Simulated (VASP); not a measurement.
# BaTiO3 in VASP: a series of runs

Runs on BaTiO3. Level: PBE. Tasks: electric field gradients.

Program: VASP 6.6.1. These are calculated values, not measurements. Logs are shortened: lines on timing, memory, paths and dates and some standing lists are left out, and cuts for length are marked.

## (1) The cell of the first run

It takes space group P4/mmm (No. 123, tetragonal). The conventional cell has a = 3.967 Å, b = 3.967 Å, c = 4.007 Å, α = 90.00°, β = 90.00°, γ = 90.00°. Within 3.7 Å of Ba (site symmetry 4/mmm) lie 12 O at 2.81 to 2.82 Å and 8 Ti at 3.45 Å. Ti (site symmetry 4/mmm) has 6 O at 1.98 to 2.00 Å within 2.6 Å. O (site symmetry mmm) has 2 Ti at 1.98 Å within 2.6 Å. O (site symmetry 4/mmm) has 2 Ti at 2.00 Å and 4 Ba at 2.81 Å and 8 O at 2.82 Å within 2.9 Å.

## (2) Electric field gradients, PBE (equal xx and yy strain of -1 %)

The input, INCAR:

```
  PREC = Accurate
  ENCUT = 520
  EDIFF = 1E-8
  ISMEAR = -1
  SIGMA = 0.05
  LREAL = False
  LASPH = True
  NELM = 100
  ALGO = Normal
  ISIF = 2
  LWAVE = False
  LCHARG = False
  GGA = PE
  LEFG = True
  NBANDS = 28
```

The input, KPOINTS:

```
Automatic mesh
0
Gamma
  8 8 8
```

The input, POSCAR:

```
BaTiO3
1.0
    3.9672270000      0.0000000000      0.0000000000
    0.0000000000      3.9672270000      0.0000000000
    0.0000000000      0.0000000000      4.0073000000
Ba Ti O
1 1 3
Direct
    0.5000000000      0.5000000000      0.5000000000
    0.0000000000      0.0000000000      0.0000000000
    0.5000000000      0.0000000000      0.0000000000
    0.0000000000      0.5000000000      0.0000000000
    0.0000000000      0.0000000000      0.5000000000
```

Potentials or basis: VASP PAW PBE potentials, release 64 (Ba_sv, Ti_sv, O).

Launch:

```console
$ cat potpaw_PBE.64/Ba_sv/POTCAR potpaw_PBE.64/Ti_sv/POTCAR potpaw_PBE.64/O/POTCAR > POTCAR
$ mpirun -np 1 vasp_std > vasp.out
```

OUTCAR:

```text
PREC = Accurate
   ENCUT = 520
   EDIFF = 1E-8
   ISMEAR = -1
   LREAL = False
   LASPH = True
   NELM = 100
   ISIF = 2
   GGA = PE

 ion  position               nearest neighbor table
   1  0.500  0.500  0.500-   5 2.81   5 2.81   5 2.81   5 2.81   4 2.82   3 2.82   4 2.82   3 2.82
                             4 2.82   3 2.82   4 2.82   3 2.82   2 3.45   2 3.45   2 3.45   2 3.45
   2  0.000  0.000  0.000-   3 1.98   4 1.98   4 1.98   3 1.98   5 2.00   5 2.00   1 3.45   1 3.45
                             1 3.45   1 3.45   1 3.45   1 3.45   1 3.45   1 3.45
   3  0.500  0.000  0.000-   2 1.98   2 1.98   1 2.82   1 2.82   1 2.82   1 2.82
   4  0.000  0.500  0.000-   2 1.98   2 1.98   1 2.82   1 2.82   1 2.82   1 2.82
   5  0.000  0.000  0.500-   2 2.00   2 2.00   1 2.81   1 2.81   1 2.81   1 2.81

  LATTYP: Found a simple tetragonal cell.
 ALAT       =     3.9672270000
 C/A-ratio  =     1.0101010101

  Lattice vectors:

 A1 = (   3.9672270000,   0.0000000000,   0.0000000000)
 A2 = (   0.0000000000,   3.9672270000,   0.0000000000)
 A3 = (   0.0000000000,   0.0000000000,   4.0073000000)

Analysis of symmetry for initial positions (statically):
=====================================================================
 Subroutine PRICEL returns:
 Original cell was already a primitive cell.

 Routine SETGRP: Setting up the symmetry group for a
 simple tetragonal supercell.

 Subroutine GETGRP returns: Found 16 space group operations
 (whereof 16 operations were pure point group operations)
 out of a pool of 16 trial point group operations.

The static configuration has the point symmetry D_4h.

Analysis of symmetry for dynamics (positions and initial velocities):
=====================================================================
 Subroutine PRICEL returns:
 Original cell was already a primitive cell.

 Routine SETGRP: Setting up the symmetry group for a
 simple tetragonal supercell.

 Subroutine GETGRP returns: Found 16 space group operations
 (whereof 16 operations were pure point group operations)
 out of a pool of 16 trial point group operations.

The dynamic configuration has the point symmetry D_4h.

 Subroutine INISYM returns: Found 16 space group operations
 (whereof 16 operations are pure point group operations),
 and found     1 'primitive' translations

----------------------------------------------------------------------------------------

                                     Primitive cell

  volume of cell :      63.0705

  direct lattice vectors                    reciprocal lattice vectors
     3.967227000  0.000000000  0.000000000     0.252065233  0.000000000  0.000000000
     0.000000000  3.967227000  0.000000000     0.000000000  0.252065233  0.000000000
     0.000000000  0.000000000  4.007300000     0.000000000  0.000000000  0.249544581

  length of vectors
     3.967227000  3.967227000  4.007300000     0.252065233  0.252065233  0.249544581

  position of ions in fractional coordinates (direct lattice)
     0.500000000  0.500000000  0.500000000
     0.000000000  0.000000000  0.000000000
     0.500000000  0.000000000  0.000000000
     0.000000000  0.500000000  0.000000000
     0.000000000  0.000000000  0.500000000

  ion indices of the primitive-cell ions
   primitive index   ion index
                 1           1
                 2           2
                 3           3
                 4           4
                 5           5

----------------------------------------------------------------------------------------

 KPOINTS: Automatic mesh

Automatic generation of k-mesh.
[... 53 lines left out ...]
   ions per type =               1   1   3
   NGX,Y,Z   is equivalent  to a cutoff of  12.57, 12.57, 12.45 a.u.
   NGXF,Y,Z  is equivalent  to a cutoff of  25.14, 25.14, 24.89 a.u.
 SYSTEM =  unknown system
   PREC   = accura    normal or accurate (medium, high low for compatibility)
   ISTART =      0    job   : 0-new  1-cont  2-samecut
   ICHARG =      2    charge: 1-file 2-atom 10-const
   ISPIN  =      1    spin polarized calculation?
   LNONCOLLINEAR =      F non collinear calculations
   LSORBIT =      F    spin-orbit coupling
   LASPH  =      T    aspherical Exc in radial PAW
   ENCUT  =  520.0 eV  38.22 Ry    6.18 a.u.   7.38  7.38  7.45*2*pi/ulx,y,z
   NELM   =    100;   NELMIN=  2; NELMDL= -5     # of ELM steps
   EDIFF  = 0.1E-07   stopping-criterion for ELM
   LREAL  =      F    real-space projection
   EDIFFG = 0.1E-06   stopping-criterion for IOM
   NSW    =      0    number of steps for IOM
   IBRION =     -1    ionic relax: 0-MD 1-quasi-New 2-CG
   NFREE  =      0    steps in history (QN), initial steepest desc. (CG)
   ISIF   =      2    stress and relaxation
   ISYM   =      2    0-nonsym 1-usesym 2-fastsym
   POTIM  = 0.5000    time-step for ionic-motion
   TEBEG  =    0.0;   TEEND  =   0.0 temperature during run
   PSTRESS=    0.0 pullay stress
   NELECT =      40.0000    total number of electrons
   NUPDOWN=      -1.0000    fix difference up-down
   EMIN   =  10.00;   EMAX   =-10.00  energy-range for DOS
   EFERMI =   0.00;   METHOD = LEGACY
   ISMEAR =    -1;   SIGMA  =   0.05  broadening in eV -4-tet -1-fermi 0-gaus
   EFERMI_NEDOS =   21; number of points for ismear=-14 and -15
   IALGO  =     38    algorithm
   IMIX   =      4    mixing-type and parameters
     AMIX     =   0.40;   BMIX     =  1.00
     AMIX_MAG =   1.60;   BMIX_MAG =  1.00
  volume/ion in A,a.u.               =      12.61        85.12
  Fermi-wavevector in a.u.,A,eV,Ry     =   1.406542  2.657980 26.917244  1.978362
  Thomas-Fermi vector in A             =   2.528892
   LORBIT       =      0    0 simple, 1 ext, 2 COOP (PROOUT), +10 PAW based schemes
   GGA     = PE    functional components
   LHFCALC =     F    Hartree Fock is set to
   AEXX    =    0.0000 exact exchange contribution
   IVDW    =     0    specifies the selected vdW correction
   LEPSILON=     F    determine dielectric tensor
   LRPA    =     F    only Hartree local field effects (RPA)
 non-spin polarized calculation
  energy-cutoff  :      520.00
  volume of cell :       63.07
 maximum number of plane-waves:      1743
 NGX is ok and might be reduce to    30
   NGX = 15   NGY = 15   NGZ = 15

 number of electron      39.9999979 magnetization

 Free energy of the ion-electron system (eV)
  ---------------------------------------------------
  ext. energy  EPLUGINS =         0.00000000
  ---------------------------------------------------
  free energy    TOTEN  =       -39.92744122 eV

  energy without entropy =      -39.92744121  energy(sigma->0) =      -39.92744121

 E-fermi :   4.8671     XC(G=0): -11.3475

 val. band max:        3.9776229037   @ k =   0.5000   0.5000   0.5000
 cond. band min:       5.7343043921   @ k =   0.0000   0.0000   0.0000
 fundamental gap:      1.7566814884
 Fermi energy:         4.8671076139

 k-point     1 :       0.0000    0.0000    0.0000
  band No.  band energies     occupation
      1     -52.6050      2.00000
      2     -28.8267      2.00000
      3     -28.8267      2.00000
      4     -28.8224      2.00000
      5     -20.8140      2.00000
      6     -12.9714      2.00000
[... 733 lines left out ...]
     27      11.9896      0.00000
     28      12.8378      0.00000

 [... further k-points ...]

------------------------ aborting loop because EDIFF is reached ----------------------------------------

  FORCE on cell =-STRESS in cart. coord.  units (eV):
  Direction    XX          YY          ZZ          XY          YZ          ZX
  --------------------------------------------------------------------------------------
  -------------------------------------------------------------------------------------
  Total        3.0231218      3.0231218      2.1923927      0.0000000      0.0000000      0.0000000
  in kB       76.7962950     76.7962950     55.6933030      0.0000000      0.0000000      0.0000000
  external PRESSURE =      69.7619643 kB  Pullay stress =       0.0000000 kB

 VOLUME and BASIS-vectors are now :
 -----------------------------------------------------------------------------
  energy-cutoff  :      520.00
  volume of cell :       63.07
      direct lattice vectors                 reciprocal lattice vectors
     3.967227000  0.000000000  0.000000000     0.252065233  0.000000000  0.000000000
     0.000000000  3.967227000  0.000000000     0.000000000  0.252065233  0.000000000
     0.000000000  0.000000000  4.007300000     0.000000000  0.000000000  0.249544581

 POSITION                                       TOTAL-FORCE (eV/Angst)
 -----------------------------------------------------------------------------------
      1.98361      1.98361      2.00365         0.000000      0.000000      0.000000
      0.00000      0.00000      0.00000         0.000000      0.000000      0.000000
      1.98361      0.00000      0.00000         0.000000      0.000000      0.000000
      0.00000      1.98361      0.00000         0.000000      0.000000      0.000000
      0.00000      0.00000      2.00365         0.000000      0.000000      0.000000
 -----------------------------------------------------------------------------------
    total drift:                                0.000000     -0.000000      0.000000

  FREE ENERGIE OF THE ION-ELECTRON SYSTEM (eV)
  ---------------------------------------------------
  free  energy   TOTEN  =       -39.9274412157 eV

  energy  without entropy=      -39.9274412139  energy(sigma->0) =      -39.92744121

 Electric field gradients (V/A^2)
---------------------------------------------------------------------
 ion       V_xx      V_yy      V_zz      V_xy      V_xz      V_yz
---------------------------------------------------------------------
   1      -0.936    -0.936     1.871     0.000     0.000    -0.000
   2      -4.470    -4.470     8.940     0.000     0.000     0.000
   3      21.805   -12.592    -9.213     0.000    -0.000     0.000
   4     -12.592    21.805    -9.213    -0.000     0.000    -0.000
   5     -13.281   -13.281    26.562     0.000     0.000     0.000
---------------------------------------------------------------------

 Electric field gradients after diagonalization (V/A^2)
 (convention: |V_zz| > |V_xx| > |V_yy|)
----------------------------------------------------------------------
 ion       V_xx      V_yy      V_zz     asymmetry (V_yy - V_xx)/ V_zz
----------------------------------------------------------------------
   1      -0.936    -0.936     1.871       0.000
   2      -4.470    -4.470     8.940       0.000
   3     -12.592    -9.213    21.805       0.155
   4     -12.592    -9.213    21.805       0.155
   5     -13.281   -13.281    26.562       0.000
----------------------------------------------------------------------

           NMR quadrupolar parameters

 Cq : quadrupolar parameter    Cq=e*Q*V_zz/h
 eta: asymmetry parameters     (V_yy - V_xx)/ V_zz
 Q  : nuclear electric quadrupole moment in mb (millibarn)
----------------------------------------------------------------------
 ion       Cq(MHz)       eta       Q (mb)
----------------------------------------------------------------------
   1       0.005       0.000       1.000
   2       0.022       0.000       1.000
   3       0.053       0.155       1.000
   4       0.053       0.155       1.000
   5       0.064       0.000       1.000
----------------------------------------------------------------------
```

Wall time 4.7 min (1 thread of Intel Xeon Platinum 8259CL at 2.50GHz (Skylake/Cascade Lake), shared host); peak memory 0.26 GiB.

What came out:

| Property | Result |
| --- | --- |
| Free energy | -39.9274 eV |
| Pressure | 7.0 GPa |
| Band gap on the k mesh | 1.76 eV (least direct gap 1.90 eV) |
| Largest electric field gradient by atom | Ba +1.9; Ti +8.9; O +21.8, +26.6 (each value once) V/Å² |

Stress tensor (GPa, compression positive):
```
7.68 0.00 0.00
0.00 7.68 0.00
0.00 0.00 5.57
```

Levels at points of the mesh, in eV from the valence-band top:
```
           k point  band 16  band 17  band 18  band 19  band 20  band 21  band 22  band 23  band 24  band 25
(0.00, 0.00, 0.00)    -1.12    -1.12    -0.15    -0.14    -0.14     1.76     1.76     1.78     3.96     4.04
(0.50, 0.00, 0.00)    -1.97    -1.90    -1.90    -0.74    -0.73     1.93     3.58     3.59     3.99     6.09
(0.50, 0.50, 0.00)    -2.81    -1.73    -0.82    -0.82    -0.09     3.59     3.59     4.02     4.81     7.92
(0.00, 0.00, 0.50)    -1.98    -1.79    -1.79    -0.72    -0.72     1.93     3.50     3.50     4.05     6.03
(0.50, 0.00, 0.50)    -2.71    -1.73    -0.91    -0.90    -0.12     3.51     3.59     3.97     4.91     7.79
(0.50, 0.50, 0.50)    -2.38    -2.38    -0.02    -0.02     0.00     4.23     4.23     4.28     6.76     6.76
```

Electric field gradients, principal values (V/Å²):
```
atom    least   middle  greatest (by size)
1 Ba   -0.936   -0.936               1.871
2 Ti   -4.470   -4.470               8.940
 3 O   -9.213  -12.592              21.805
 4 O   -9.213  -12.592              21.805
 5 O  -13.281  -13.281              26.562
```

Caveat: the cell differs from its parent crystal (equal xx and yy strain of -1 %); the cell stands under pressure; without QUAD_EFG the Cq values of the log hold for a quadrupole moment of 1 mb, not for the nuclei; spin-orbit coupling is left out, which moves the levels of the heavy elements.

## (3) Electric field gradients, PBE (equal xx and yy strain of -1 %)

The input, INCAR:

```
SYSTEM = BaTiO3
PREC = Accurate ; ENCUT = 520
EDIFF = 1E-8 ; ISMEAR = -1
SIGMA = 0.05 ; LREAL = .FALSE.
LASPH = .TRUE. ; NELM = 80
ALGO = Normal ; ISIF = 2
LWAVE = .FALSE. ; LCHARG = .FALSE.
GGA = PE ; LEFG = .TRUE.
NBANDS = 28
```

The input, KPOINTS:

```
regular mesh
0
G
  8 8 8
  0 0 0
```

POSCAR is that of step 2.

Potentials or basis: VASP PAW PBE potentials, release 64 (Ba_sv, Ti_sv, O).

Launch:

```console
$ cat potpaw_PBE.64/Ba_sv/POTCAR potpaw_PBE.64/Ti_sv/POTCAR potpaw_PBE.64/O/POTCAR > POTCAR
$ mpirun -np 1 vasp_std > vasp.out
```

OUTCAR:

```text
SYSTEM = BaTiO3
   PREC = Accurate
   ENCUT = 520
   EDIFF = 1E-8
   ISMEAR = -1
   LREAL = .FALSE.
   LASPH = .TRUE.
   NELM = 80
   ISIF = 2
   GGA = PE

 ion  position               nearest neighbor table
   1  0.500  0.500  0.500-   5 2.81   5 2.81   5 2.81   5 2.81   4 2.82   3 2.82   4 2.82   3 2.82
                             4 2.82   3 2.82   4 2.82   3 2.82   2 3.45   2 3.45   2 3.45   2 3.45
   2  0.000  0.000  0.000-   3 1.98   4 1.98   4 1.98   3 1.98   5 2.00   5 2.00   1 3.45   1 3.45
                             1 3.45   1 3.45   1 3.45   1 3.45   1 3.45   1 3.45
   3  0.500  0.000  0.000-   2 1.98   2 1.98   1 2.82   1 2.82   1 2.82   1 2.82
   4  0.000  0.500  0.000-   2 1.98   2 1.98   1 2.82   1 2.82   1 2.82   1 2.82
   5  0.000  0.000  0.500-   2 2.00   2 2.00   1 2.81   1 2.81   1 2.81   1 2.81

  LATTYP: Found a simple tetragonal cell.
 ALAT       =     3.9672270000
 C/A-ratio  =     1.0101010101

  Lattice vectors:

 A1 = (   3.9672270000,   0.0000000000,   0.0000000000)
 A2 = (   0.0000000000,   3.9672270000,   0.0000000000)
 A3 = (   0.0000000000,   0.0000000000,   4.0073000000)

Analysis of symmetry for initial positions (statically):
=====================================================================
 Subroutine PRICEL returns:
 Original cell was already a primitive cell.

 Routine SETGRP: Setting up the symmetry group for a
 simple tetragonal supercell.

 Subroutine GETGRP returns: Found 16 space group operations
 (whereof 16 operations were pure point group operations)
 out of a pool of 16 trial point group operations.

The static configuration has the point symmetry D_4h.

[... 924 lines left out ...]
  -------------------------------------------------------------------------------------
  Total        3.0231218      3.0231218      2.1923927      0.0000000      0.0000000      0.0000000
  in kB       76.7962950     76.7962950     55.6933030      0.0000000      0.0000000      0.0000000
  external PRESSURE =      69.7619643 kB  Pullay stress =       0.0000000 kB

 VOLUME and BASIS-vectors are now :
 -----------------------------------------------------------------------------
  energy-cutoff  :      520.00
  volume of cell :       63.07
      direct lattice vectors                 reciprocal lattice vectors
     3.967227000  0.000000000  0.000000000     0.252065233  0.000000000  0.000000000
     0.000000000  3.967227000  0.000000000     0.000000000  0.252065233  0.000000000
     0.000000000  0.000000000  4.007300000     0.000000000  0.000000000  0.249544581

 POSITION                                       TOTAL-FORCE (eV/Angst)
 -----------------------------------------------------------------------------------
      1.98361      1.98361      2.00365         0.000000      0.000000      0.000000
      0.00000      0.00000      0.00000         0.000000      0.000000      0.000000
      1.98361      0.00000      0.00000         0.000000      0.000000      0.000000
      0.00000      1.98361      0.00000         0.000000      0.000000      0.000000
      0.00000      0.00000      2.00365         0.000000      0.000000      0.000000
 -----------------------------------------------------------------------------------
    total drift:                                0.000000     -0.000000      0.000000

  FREE ENERGIE OF THE ION-ELECTRON SYSTEM (eV)
  ---------------------------------------------------
  free  energy   TOTEN  =       -39.9274412157 eV

  energy  without entropy=      -39.9274412139  energy(sigma->0) =      -39.92744121

 Electric field gradients (V/A^2)
---------------------------------------------------------------------
 ion       V_xx      V_yy      V_zz      V_xy      V_xz      V_yz
---------------------------------------------------------------------
   1      -0.936    -0.936     1.871     0.000     0.000    -0.000
   2      -4.470    -4.470     8.940     0.000     0.000     0.000
   3      21.805   -12.592    -9.213     0.000    -0.000     0.000
   4     -12.592    21.805    -9.213    -0.000     0.000    -0.000
   5     -13.281   -13.281    26.562     0.000     0.000     0.000
---------------------------------------------------------------------

 Electric field gradients after diagonalization (V/A^2)
 (convention: |V_zz| > |V_xx| > |V_yy|)
----------------------------------------------------------------------
 ion       V_xx      V_yy      V_zz     asymmetry (V_yy - V_xx)/ V_zz
----------------------------------------------------------------------
   1      -0.936    -0.936     1.871       0.000
   2      -4.470    -4.470     8.940       0.000
   3     -12.592    -9.213    21.805       0.155
   4     -12.592    -9.213    21.805       0.155
   5     -13.281   -13.281    26.562       0.000
----------------------------------------------------------------------

           NMR quadrupolar parameters

 Cq : quadrupolar parameter    Cq=e*Q*V_zz/h
 eta: asymmetry parameters     (V_yy - V_xx)/ V_zz
 Q  : nuclear electric quadrupole moment in mb (millibarn)
----------------------------------------------------------------------
 ion       Cq(MHz)       eta       Q (mb)
----------------------------------------------------------------------
   1       0.005       0.000       1.000
   2       0.022       0.000       1.000
   3       0.053       0.155       1.000
   4       0.053       0.155       1.000
   5       0.064       0.000       1.000
----------------------------------------------------------------------
```

Wall time 4.1 min (1 thread of Intel Xeon Platinum 8259CL at 2.50GHz (Skylake/Cascade Lake), shared host); peak memory 0.26 GiB.

What came out:

| Quantity | Value |
| --- | --- |
| Free energy | -39.9274 eV |
| Pressure | 7.0 GPa |
| Band gap on the k mesh | 1.76 eV (least direct gap 1.90 eV) |
| Largest electric field gradient by atom | Ba +1.9; Ti +8.9; O +21.8, +26.6 (each value once) V/Å² |

Electric field gradients, principal values (V/Å²):
```csv
atom,least,middle,greatest (by size)
1 Ba,-0.936,-0.936,1.871
2 Ti,-4.470,-4.470,8.940
3 O,-9.213,-12.592,21.805
4 O,-9.213,-12.592,21.805
5 O,-13.281,-13.281,26.562
```

Caveat: the cell differs from its parent crystal (equal xx and yy strain of -1 %); the cell stands under pressure; without QUAD_EFG the Cq values of the log hold for a quadrupole moment of 1 mb, not for the nuclei; spin-orbit coupling is left out, which moves the levels of the heavy elements.

[end of part 1 of 3]
